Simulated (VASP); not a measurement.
Crystal: TePb.

```
CELL_PARAMETERS angstrom
2.32372 1.34160 3.79545
-2.32372 1.34160 3.79545
0.00000 -2.68321 3.79545
ATOMIC_POSITIONS crystal
Pb 0.00826 0.00826 0.00826
Te 0.51274 0.51274 0.51274
```

| Item | Value |
| --- | --- |
| Program | VASP 6.6.1 |
| Task | relaxation of cell and atoms |
| Functional | PBEsol |
| Potentials or basis | VASP PAW PBE potentials, release 64 (Pb_d, Te) |
| Cutoff | 600 eV |
| k mesh | 6 × 6 × 6 |
| Occupations | fermi-dirac, width 0.02 eV |
| Spin | no spin polarisation |

At the start: pressure -2.3 GPa; volume 35.50 Å³/atom.

Question: Where does the relaxation end?

Answer: Over 16 steps the energy falls by 15.7 meV/atom and the volume is 33.46 Å³/atom (-5.7 %); space group R3m (No. 160, to 0.1 Å) before, Fm-3m (No. 225, to 0.1 Å).

The path:
```tsv
step	energy change (eV)	largest force (eV/Å)	pressure (GPa)	volume (Å³)
1	0.0000	0.0082	-2.33	70.99
2	-0.0283	0.0264	0.80	65.82
3	-0.0310	0.0180	0.00	66.95
4	-0.0310	0.0187	0.02	66.87
5	-0.0310	0.0160	0.04	66.86
6	-0.0311	0.0154	0.05	66.86
7	-0.0312	0.0110	0.06	66.84
8	-0.0313	0.0039	0.08	66.80
9	-0.0314	0.0018	0.04	66.92
10	-0.0313	0.0010	-0.13	67.09
11	-0.0314	0.0033	-0.05	66.98
12	-0.0314	0.0032	-0.05	66.96
13	-0.0314	0.0034	-0.03	66.94
14	-0.0314	0.0034	-0.02	66.93
15	-0.0314	0.0026	-0.01	66.92
16	-0.0314	0.0017	-0.01	66.92
```

Final structure:
```
Pb Te
1.0
     2.27869    1.31560    3.72027
    -2.27869    1.31560    3.72027
     0.00000   -2.63121    3.72027
Pb Te
1 1
Direct
  0.01024 0.01024 0.01024
  0.51076 0.51076 0.51076
```

Caveat: the PAW data sets were made with another functional, which shifts forces and pressure a little.
